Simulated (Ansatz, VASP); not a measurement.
This is a calculation of In3Se for Ansatz 0.2.0.

input.yaml

```yaml
crystal:
  lattice:
    - [4.7056946064, 0.0, 0.0]
    - [0.0, 4.7056946064, 0.0]
    - [0.0, 0.0, 4.7056946064]
  atoms:
    - { symbol: In, position: [0.5, 0.5, 0.0] }
    - { symbol: In, position: [0.5, 0.0, 0.5] }
    - { symbol: In, position: [0.0, 0.5, 0.5] }
    - { symbol: Se, position: [0.0, 0.0, 0.0] }
hamiltonian:
  xc: lda
  pseudopotentials: { kind: paw }
kpoints:
  mp_grid: { grid: [6, 6, 6] }
scf:
  occupations: { method: fermi_dirac, width: 0.05 }
output:
  forces: true
  stress: true
  eigenvalues: true
```

Potentials or basis: Ansatz PAW.

Launch:

```console
$ ansatz run input.yaml --threads 2 --pin off --max-ram 5632MiB --backend cpu --events-out ev --progress --plain --runs-dir out
```

Problem. Translate it to VASP 6.6.1. Potentials there: VASP PAW LDA potentials, release 64 (In_d, Se).

Solution. As run (the cutoff follows the program's own potentials):

The input INCAR:

```
SYSTEM = In3Se
ALGO = Normal ; EDIFF = 1E-7
ENCUT = 520 ; GGA = CA
ISIF = 2 ; ISMEAR = -1
LASPH = .True. ; LCHARG = .False.
LREAL = .False. ; LWAVE = .False.
NBANDS = 30 ; NELM = 60
PREC = Accurate ; SIGMA = 0.05
```

Contents of KPOINTS:

```
k-points
0
Gamma
  6 6 6
  0 0 0
```

The input POSCAR:

```
In3Se
1.0
    4.7056946064      0.0000000000      0.0000000000
    0.0000000000      4.7056946064      0.0000000000
    0.0000000000      0.0000000000      4.7056946064
In Se
3 1
Direct
    0.5000000000      0.5000000000      0.0000000000
    0.5000000000      0.0000000000      0.5000000000
    0.0000000000      0.5000000000      0.5000000000
    0.0000000000      0.0000000000      0.0000000000
```

Potentials or basis: VASP PAW LDA potentials, release 64 (In_d, Se).

Command:

```sh
$ cat potpaw_LDA.64/In_d/POTCAR potpaw_LDA.64/Se/POTCAR > POTCAR
$ mpirun -np 1 vasp_std > vasp.out
```

Both were run:

|  | VASP | Ansatz | Ansatz less VASP |
| --- | --- | --- | --- |
| gap on the k mesh at the Fermi level (eV) | none | none | - |
| pressure (GPa) | -2.4 | -2.5 | -0.02 |

LDA's correlation is that of Perdew and Zunger in VASP and of Perdew and Wang (1992) in Ansatz. A gap of «none» marks a metal or a gap that the smearing closes. VASP's potentials hold 45 valence electrons a cell and Ansatz's 55, so a difference there can come from the potentials and not from the codes.
